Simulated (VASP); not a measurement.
# HgTe in VASP: further runs

The runs below take HgTe through electric field gradients, with LDA.

Program: VASP 6.6.1. These are calculated values, not measurements. Logs are shortened: lines on timing, memory, paths and dates and some standing lists are left out, and cuts for length are marked.

### Step 1. The cell of the first run

The structure is trigonal, space group R-3m (No. 166). Conventional cell: a = 4.152 Å, b = 4.152 Å, c = 10.019 Å, α = 90.00°, β = 90.00°, γ = 120.00°. Hg (site symmetry -3m) has 6 Te at 2.92 Å within 3.8 Å. Te (site symmetry -3m) has 6 Hg at 2.92 Å within 3.8 Å.

### Step 2. Electric field gradients, LDA (equal xy, yz and zx shear strains of -1 %)

INCAR

```
SYSTEM = HgTe
  ALGO = Normal
  EDIFF = 1E-8
  ENCUT = 520
  ISIF = 2
  ISMEAR = -1
  LASPH = .True.
  LCHARG = .False.
  LEFG = .True.
  LREAL = .False.
  LWAVE = .False.
  NBANDS = 16
  NELM = 60
  PREC = Accurate
  SIGMA = 0.08
```

KPOINTS

```
k-points
0
Gamma
  10 10 10
  0 0 0
```

POSCAR

```
HgTe
1.0
   -0.0292150000      2.9068925000      2.9068925000
    2.9068925000     -0.0292150000      2.9068925000
    2.9068925000      2.9068925000     -0.0292150000
Hg Te
1 1
Direct
    0.0000000000      0.0000000000      0.0000000000
    0.5000000000      0.5000000000      0.5000000000
```

Potentials or basis: VASP PAW LDA potentials, release 64 (Hg, Te).

Run with:

```sh
$ cat potpaw_LDA.64/Hg/POTCAR potpaw_LDA.64/Te/POTCAR > POTCAR
$ mpirun -np 1 vasp_std > vasp.out
```

OUTCAR:

```text
SYSTEM = HgTe
   EDIFF = 1E-8
   ENCUT = 520
   ISIF = 2
   ISMEAR = -1
   LASPH = .True.
   LREAL = .False.
   NELM = 60
   PREC = Accurate

 ion  position               nearest neighbor table
   1  0.000  0.000  0.000-   2 2.92   2 2.92   2 2.92   2 2.92   2 2.92   2 2.92
   2  0.500  0.500  0.500-   1 2.92   1 2.92   1 2.92   1 2.92   1 2.92   1 2.92

  LATTYP: Found a trigonal (rhomboedric) cell.
 ALAT       =     4.1110706062
 COS(alpha) =     0.4899250057

  Lattice vectors:

 A1 = (  -0.0292150000,   2.9068925000,   2.9068925000)
 A2 = (   2.9068925000,  -0.0292150000,   2.9068925000)
 A3 = (   2.9068925000,   2.9068925000,  -0.0292150000)

Analysis of symmetry for initial positions (statically):
=====================================================================
 Subroutine PRICEL returns:
 Original cell was already a primitive cell.

 Routine SETGRP: Setting up the symmetry group for a
 trigonal (rhombohedral) supercell.

 Subroutine GETGRP returns: Found 12 space group operations
 (whereof 12 operations were pure point group operations)
 out of a pool of 12 trial point group operations.

The static configuration has the point symmetry D_3d.

Analysis of symmetry for dynamics (positions and initial velocities):
=====================================================================
 Subroutine PRICEL returns:
 Original cell was already a primitive cell.

 Routine SETGRP: Setting up the symmetry group for a
 trigonal (rhombohedral) supercell.

 Subroutine GETGRP returns: Found 12 space group operations
 (whereof 12 operations were pure point group operations)
 out of a pool of 12 trial point group operations.

The dynamic configuration has the point symmetry D_3d.

 Subroutine INISYM returns: Found 12 space group operations
 (whereof 12 operations are pure point group operations),
 and found     1 'primitive' translations

----------------------------------------------------------------------------------------

                                     Primitive cell

  volume of cell :      49.8672

  direct lattice vectors                    reciprocal lattice vectors
    -0.029215000  2.906892500  2.906892500    -0.169433424  0.171153560  0.171153560
     2.906892500 -0.029215000  2.906892500     0.171153560 -0.169433424  0.171153560
     2.906892500  2.906892500 -0.029215000     0.171153560  0.171153560 -0.169433424

  length of vectors
     4.111070606  4.111070606  4.111070606     0.295456880  0.295456880  0.295456880

  position of ions in fractional coordinates (direct lattice)
     0.000000000  0.000000000  0.000000000
     0.500000000  0.500000000  0.500000000

  ion indices of the primitive-cell ions
   primitive index   ion index
                 1           1
                 2           2

----------------------------------------------------------------------------------------

 KPOINTS: k-points

Automatic generation of k-mesh.
 Grid dimensions read from file:
 generate k-points for:   10   10   10

 Generating k-lattice:

  Cartesian coordinates                     Fractional coordinates (reciprocal lattice)
    -0.016943342  0.017115356  0.017115356     0.100000000  0.000000000 -0.000000000
     0.017115356 -0.016943342  0.017115356     0.000000000  0.100000000 -0.000000000
     0.017115356  0.017115356 -0.016943342     0.000000000  0.000000000  0.100000000

  Length of vectors
     0.029545688  0.029545688  0.029545688

  Shift w.r.t. Gamma in fractional coordinates (k-lattice)
     0.000000000  0.000000000  0.000000000

 Subroutine IBZKPT returns following result:
 ===========================================

 Found    116 irreducible k-points:

 Following reciprocal coordinates:
            Coordinates               Weight
  0.000000  0.000000  0.000000      1.000000
  0.100000 -0.000000 -0.000000      6.000000
  0.200000 -0.000000 -0.000000      6.000000
  0.300000  0.000000  0.000000      6.000000
  0.400000 -0.000000 -0.000000      6.000000
  0.500000  0.000000  0.000000      3.000000
[... 16 lines left out ...]
  0.300000  0.300000  0.000000      6.000000
  0.400000  0.300000 -0.000000     12.000000
 [... further k-points ...]
   k-points           NKPTS =    116   k-points in BZ     NKDIM =    116   number of bands    NBANDS=     16
   number of dos      NEDOS =    301   number of ions     NIONS =      2
   total plane-waves  NPLWV =  32768
   dimension x,y,z NGX =    32 NGY =   32 NGZ =   32
   dimension x,y,z NGXF=    64 NGYF=   64 NGZF=   64
   ions per type =               1   1
   NGX,Y,Z   is equivalent  to a cutoff of  12.94, 12.94, 12.94 a.u.
   NGXF,Y,Z  is equivalent  to a cutoff of  25.88, 25.88, 25.88 a.u.
 SYSTEM =  HgTe
   PREC   = accura    normal or accurate (medium, high low for compatibility)
   ISTART =      0    job   : 0-new  1-cont  2-samecut
   ICHARG =      2    charge: 1-file 2-atom 10-const
   ISPIN  =      1    spin polarized calculation?
   LNONCOLLINEAR =      F non collinear calculations
   LSORBIT =      F    spin-orbit coupling
   LASPH  =      T    aspherical Exc in radial PAW
   ENCUT  =  520.0 eV  38.22 Ry    6.18 a.u.   7.64  7.64  7.64*2*pi/ulx,y,z
   NELM   =     60;   NELMIN=  2; NELMDL= -5     # of ELM steps
   EDIFF  = 0.1E-07   stopping-criterion for ELM
   LREAL  =      F    real-space projection
   EDIFFG = 0.1E-06   stopping-criterion for IOM
   NSW    =      0    number of steps for IOM
   IBRION =     -1    ionic relax: 0-MD 1-quasi-New 2-CG
   NFREE  =      0    steps in history (QN), initial steepest desc. (CG)
   ISIF   =      2    stress and relaxation
   ISYM   =      2    0-nonsym 1-usesym 2-fastsym
   POTIM  = 0.5000    time-step for ionic-motion
   TEBEG  =    0.0;   TEEND  =   0.0 temperature during run
   PSTRESS=    0.0 pullay stress
   NELECT =      18.0000    total number of electrons
   NUPDOWN=      -1.0000    fix difference up-down
   EMIN   =  10.00;   EMAX   =-10.00  energy-range for DOS
   EFERMI =   0.00;   METHOD = LEGACY
   ISMEAR =    -1;   SIGMA  =   0.08  broadening in eV -4-tet -1-fermi 0-gaus
   EFERMI_NEDOS =   21; number of points for ismear=-14 and -15
   IALGO  =     38    algorithm
   IMIX   =      4    mixing-type and parameters
     AMIX     =   0.40;   BMIX     =  1.00
     AMIX_MAG =   1.60;   BMIX_MAG =  1.00
  volume/ion in A,a.u.               =      24.93       168.26
  Fermi-wavevector in a.u.,A,eV,Ry     =   1.165630  2.202721 18.486141  1.358693
  Thomas-Fermi vector in A             =   2.302153
   LORBIT       =      0    0 simple, 1 ext, 2 COOP (PROOUT), +10 PAW based schemes
   GGA     = CA    functional components
   LHFCALC =     F    Hartree Fock is set to
   AEXX    =    0.0000 exact exchange contribution
   IVDW    =     0    specifies the selected vdW correction
   LEPSILON=     F    determine dielectric tensor
   LRPA    =     F    only Hartree local field effects (RPA)
 non-spin polarized calculation
  energy-cutoff  :      520.00
  volume of cell :       49.87
 maximum number of plane-waves:      1360
   NGX = 15   NGY = 15   NGZ = 15

 number of electron      18.0000000 magnetization

 Free energy of the ion-electron system (eV)
  ---------------------------------------------------
  ext. energy  EPLUGINS =         0.00000000
  ---------------------------------------------------
  free energy    TOTEN  =        -4.89776124 eV

  energy without entropy =       -4.88536139  energy(sigma->0) =       -4.89156131

 E-fermi :   5.7823     XC(G=0): -10.7504

 val. band max:        5.7192218201   @ k =   0.3000   0.0000   0.0000
 cond. band min:       5.8639787647   @ k =   0.3000   0.2000   0.2000
 fundamental gap:      0.1447569446
 Fermi energy:         5.7823351280

 k-point     1 :       0.0000    0.0000    0.0000
  band No.  band energies     occupation
      1      -7.2799      2.00000
      2      -1.4717      2.00000
      3      -1.4717      2.00000
      4      -1.4104      2.00000
      5      -1.4104      2.00000
      6      -1.3913      2.00000
[... 8 lines left out ...]
     15      13.7617      0.00000
     16      13.7617      0.00000

 k-point     2 :       0.1000   -0.0000   -0.0000
  band No.  band energies     occupation
      1      -7.1718      2.00000
      2      -1.5209      2.00000
      3      -1.5154      2.00000
      4      -1.4278      2.00000
      5      -1.3914      2.00000
      6      -1.3760      2.00000
[... 8 lines left out ...]
     15      13.8763      0.00000
     16      14.0104      0.00000

 k-point     3 :       0.2000   -0.0000   -0.0000
  band No.  band energies     occupation
      1      -6.8597      2.00000
      2      -1.6500      2.00000
      3      -1.6365      2.00000
      4      -1.4982      2.00000
      5      -1.3346      2.00000
      6      -1.3200      2.00000
[... 8 lines left out ...]
     15      14.3421      0.00000
     16      14.5168      0.00000

 k-point     4 :       0.3000    0.0000    0.0000
  band No.  band energies     occupation
      1      -6.3904      2.00000
      2      -1.8005      2.00000
      3      -1.7800      2.00000
      4      -1.6793      2.00000
      5      -1.2613      2.00000
      6      -1.2453      2.00000
[... 8 lines left out ...]
     15      15.1135      0.00000
     16      15.3249      0.00000

 k-point     5 :       0.4000   -0.0000   -0.0000
  band No.  band energies     occupation
      1      -5.8896      2.00000
      2      -2.0310      2.00000
      3      -1.9152      2.00000
      4      -1.8900      2.00000
      5      -1.2004      2.00000
      6      -1.1831      2.00000
[... 8 lines left out ...]
     15      16.0920      0.00000
     16      16.3439      0.00000

 k-point     6 :       0.5000    0.0000    0.0000
  band No.  band energies     occupation
      1      -5.6440      2.00000
      2      -2.2658      2.00000
      3      -1.9574      2.00000
      4      -1.9307      2.00000
      5      -1.1768      2.00000
      6      -1.1590      2.00000
[... 8 lines left out ...]
     15      16.7375      0.00000
     16      16.9791      0.00000
[... 267 lines left out ...]
 k-point    21 :      -0.3000    0.2000   -0.0000
  band No.  band energies     occupation
      1      -5.9152      2.00000
      2      -2.0199      2.00000
      3      -1.8788      2.00000
      4      -1.5242      2.00000
      5      -1.2141      2.00000
      6      -1.1246      2.00000
[... 8 lines left out ...]
     15      15.9736      0.00000
     16      17.2067      0.00000

 k-point    22 :      -0.2000    0.2000    0.0000
  band No.  band energies     occupation
      1      -6.2928      2.00000
      2      -1.8898      2.00000
      3      -1.8428      2.00000
      4      -1.5029      2.00000
      5      -1.2736      2.00000
      6      -1.1870      2.00000
[... 8 lines left out ...]
     15      15.7303      0.00000
     16      17.2754      0.00000

 k-point    23 :       0.3000    0.3000    0.0000
  band No.  band energies     occupation
      1      -6.3157      2.00000
      2      -1.8309      2.00000
      3      -1.5401      2.00000
      4      -1.3831      2.00000
      5      -1.2308      2.00000
      6      -1.2233      2.00000
[... 8 lines left out ...]
     15      17.5962      0.00000
     16      18.0874      0.00000

 k-point    24 :       0.4000    0.3000   -0.0000
  band No.  band energies     occupation
      1      -6.0918      2.00000
      2      -1.6410      2.00000
      3      -1.5644      2.00000
      4      -1.4390      2.00000
      5      -1.1541      2.00000
      6      -1.1423      2.00000
[... 8 lines left out ...]
     15      18.1150      0.00000
     16      18.1500      0.00000

 [... further k-points ...]
[... 5 lines left out ...]
  --------------------------------------------------------------------------------------
  -------------------------------------------------------------------------------------
  Total        1.3680660      1.3680660      1.3680660      0.0595873      0.0595873      0.0595873
  in kB       43.9544308     43.9544308     43.9544308      1.9144733      1.9144733      1.9144733
  external PRESSURE =      43.9544308 kB  Pullay stress =       0.0000000 kB

 VOLUME and BASIS-vectors are now :
 -----------------------------------------------------------------------------
  energy-cutoff  :      520.00
  volume of cell :       49.87
      direct lattice vectors                 reciprocal lattice vectors
    -0.029215000  2.906892500  2.906892500    -0.169433424  0.171153560  0.171153560
     2.906892500 -0.029215000  2.906892500     0.171153560 -0.169433424  0.171153560
     2.906892500  2.906892500 -0.029215000     0.171153560  0.171153560 -0.169433424

 POSITION                                       TOTAL-FORCE (eV/Angst)
 -----------------------------------------------------------------------------------
      0.00000      0.00000      0.00000         0.000000     -0.000000      0.000000
      2.89229      2.89229      2.89229        -0.000000      0.000000     -0.000000
 -----------------------------------------------------------------------------------
    total drift:                                0.000000     -0.000000     -0.000000

  FREE ENERGIE OF THE ION-ELECTRON SYSTEM (eV)
  ---------------------------------------------------
  free  energy   TOTEN  =        -4.8977612358 eV

  energy  without entropy=       -4.8853613851  energy(sigma->0) =       -4.89156131

 Electric field gradients (V/A^2)
---------------------------------------------------------------------
 ion       V_xx      V_yy      V_zz      V_xy      V_xz      V_yz
---------------------------------------------------------------------
   1       0.000    -0.000     0.000     3.966     3.966     3.966
   2      -0.000    -0.000     0.000    -5.072    -5.072    -5.072
---------------------------------------------------------------------

 Electric field gradients after diagonalization (V/A^2)
 (convention: |V_zz| > |V_xx| > |V_yy|)
----------------------------------------------------------------------
 ion       V_xx      V_yy      V_zz     asymmetry (V_yy - V_xx)/ V_zz
----------------------------------------------------------------------
   1      -3.966    -3.966     7.932       0.000
   2       5.072     5.072   -10.145       0.000
----------------------------------------------------------------------

           NMR quadrupolar parameters

 Cq : quadrupolar parameter    Cq=e*Q*V_zz/h
 eta: asymmetry parameters     (V_yy - V_xx)/ V_zz
 Q  : nuclear electric quadrupole moment in mb (millibarn)
----------------------------------------------------------------------
 ion       Cq(MHz)       eta       Q (mb)
----------------------------------------------------------------------
   1       0.019       0.000       1.000
   2      -0.025       0.000       1.000
----------------------------------------------------------------------
```

Run time: 24 s. Hardware: 1 thread of Intel Xeon 6975P-C (Granite Rapids), shared host; peak memory 0.22 GiB.

What came out:

| Quantity | Value |
| --- | --- |
| Free energy | -4.8978 eV |
| Pressure | 4.4 GPa |
| Band gap on the k mesh | zero (band 9 reaches 6.24 eV, above the bottom of band 10 at 3.03 eV) |

Stress tensor (GPa, compression positive):
```
4.40 0.19 0.19
0.19 4.40 0.19
0.19 0.19 4.40
```

Levels at points of the mesh, in eV from the Fermi level:
```csv
k point,band 6,band 7,band 8,band 9,band 10,band 11,band 12,band 13
"(0.00, 0.00, 0.00)",-7.17,-0.95,-0.95,-0.81,-0.47,7.65,7.65,7.79
"(0.50, 0.00, 0.00)",-6.94,-6.09,0.44,0.45,2.42,3.69,3.81,4.35
"(0.50, 0.50, 0.00)",-6.00,-5.19,-2.99,-2.88,-2.76,4.64,9.77,9.79
"(0.50, 0.50, 0.50)",-6.94,-6.02,0.40,0.40,2.30,3.62,3.62,4.20
```

Electric field gradients, principal values (V/Å²):
```tsv
atom	least	middle	greatest (by size)
1 Hg	-3.966	-3.966	7.932
2 Te	5.072	5.072	-10.145
```

Caveat: the cell differs from its parent crystal (equal xy, yz and zx shear strains of -1 %); without QUAD_EFG the Cq values of the log hold for a quadrupole moment of 1 mb, not for the nuclei; spin-orbit coupling is left out, which moves the levels of the heavy elements.

(Continued in part 2 of 3.)
